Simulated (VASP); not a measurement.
Wanted: the native input for a VASP 6.6.1 run.

| Quantity | Value |
| --- | --- |
| Task | single point |
| Functional | PBE-based screened hybrid with 25 % exact exchange |
| Potentials or basis | VASP PAW PBE potentials, release 64 (Pd) |
| Cutoff | 520 eV |
| k mesh | 6 × 6 × 6 |
| Occupations | fermi-dirac, width 0.05 eV |
| Spin | no spin polarisation |
| Dipole correction | no |
| Grid for exact exchange (PRECFOCK) | Normal |
| Share of exact exchange | 0.25 |
| Further INCAR settings | ALGO = Normal; EDIFF = 1e-06; NBANDS = 11 |
| Screening parameter | 0.3 1/Å |

Crystal: Pd.

```
Pd
1.0
    -1.57228    1.57228    1.57228
     1.57228   -1.57228    1.57228
     1.57228    1.57228   -1.57228
Pd
1
Direct
  0.00000 0.00000 0.00000
```

This isn't the form of Pd at room conditions, which is fcc.

One way to write it, as run:

POSCAR

```
Pd
1.0
   -1.5722810000      1.5722810000      1.5722810000
    1.5722810000     -1.5722810000      1.5722810000
    1.5722810000      1.5722810000     -1.5722810000
Pd
1
Direct
    0.0000000000      0.0000000000      0.0000000000
```

INCAR.step1

```
SYSTEM = Pd
  PREC = Accurate
  ENCUT = 520
  EDIFF = 1E-5
  ISMEAR = -1
  SIGMA = 0.05
  LREAL = .False.
  LASPH = .True.
  NELM = 80
  ALGO = Normal
  ISIF = 2
  LWAVE = .True.
  NBANDS = 11
  GGA = PE
```

INCAR.step2

```
SYSTEM = Pd
  PREC = Accurate
  ENCUT = 520
  EDIFF = 1E-6
  ISMEAR = -1
  SIGMA = 0.05
  LREAL = .False.
  LASPH = .True.
  NELM = 80
  ALGO = Normal
  ISIF = 2
  LWAVE = .False.
  LCHARG = .True.
  GGA = PE
  LHFCALC = .True.
  AEXX = 0.25
  HFSCREEN = 0.3
  PRECFOCK = Normal
  LELF = .True.
  LVHAR = .True.
  NBANDS = 11
  ISTART = 1
```

KPOINTS

```
regular mesh
0
Gamma
  6 6 6
  0 0 0
```

Potentials or basis: VASP PAW PBE potentials, release 64 (Pd).

Launch:

```sh
$ cat potpaw_PBE.64/Pd/POTCAR > POTCAR
$ cp INCAR.step1 INCAR
$ mpirun -np 1 vasp_std > vasp.out
$ cp INCAR.step2 INCAR
$ mpirun -np 1 vasp_std > vasp.out
```

It gave:

```
Pressure               : -5.8 GPa
Band gap on the k mesh : zero (bands 5 and 6 overlap by 2.00 eV)
```

Caveat: the k points lie up to 0.47 Å⁻¹ apart, too coarse for converged energies and pressures of a metal; the PAW data sets were made with another functional, which shifts forces and pressure a little.

Run time: 3.7 min on 1 thread of Intel(R) Xeon(R) Platinum 8488C (Sapphire Rapids) (shared host), peak memory 0.22 GiB.
